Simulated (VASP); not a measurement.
Runs of VASP 6.6.1 on SiC2. The structure is that of space group P6_3/mmc (No. 194), or close to it. The cells are those of the table. 

```csv
task,spin,cell,k mesh,cutoff (eV),gap on the mesh (eV),pressure (GPa),moment (μB),relaxed volume (Å³/atom),largest force (eV/Å)
relaxation of cell and atoms,off,"relaxed from a = 2.663, b = 2.663, c = 13.290 Å, angles 90.0, 90.0, 120.0°, 6 atoms",6 × 6 × 2,600,none,-0.1,-,8.44,0.03
single point,off,"a = 2.663, b = 2.663, c = 13.290 Å, angles 90.0, 90.0, 120.0°, 6 atoms",6 × 6 × 2,520,none,-21.0,-,-,0.29
single point,off,"a = 2.561, b = 2.561, c = 8.918 Å, angles 90.0, 90.0, 120.0°, 6 atoms",6 × 6 × 2,520,none,-0.1,-,-,0.01
single point,"collinear, ferromagnetic start","a = 2.561, b = 2.561, c = 8.918 Å, angles 90.0, 90.0, 120.0°, 6 atoms",6 × 6 × 2,520,none,-0.1,0.00,-,0.01
single point,"collinear, ferromagnetic start","a = 2.663, b = 2.663, c = 13.290 Å, angles 90.0, 90.0, 120.0°, 6 atoms",6 × 6 × 2,520,none,-21.0,0.00,-,0.29
relaxation of cell and atoms,off,"relaxed from a = 2.561, b = 2.561, c = 8.918 Å, angles 90.0, 90.0, 120.0°, 6 atoms",18 × 18 × 4,600,none,0.0,-,(a),-
single point,off,"a = 2.546, b = 2.546, c = 9.000 Å, angles 90.0, 90.0, 120.0°, 6 atoms",18 × 18 × 4,520,none,0.2,-,-,0.01
```

Alike in all rows: level PBE; potentials or basis VASP PAW PBE potentials, release 64 (Si, C); smearing gaussian 0.1 eV.

Fill in the values left out.

(a) 8.41.

Caveats: some runs use coarse meshes; the volume moved by over 15 % at a fixed basis, so the end points are rough (some runs).

A gap of «none» marks levels without a gap at the run's occupations.
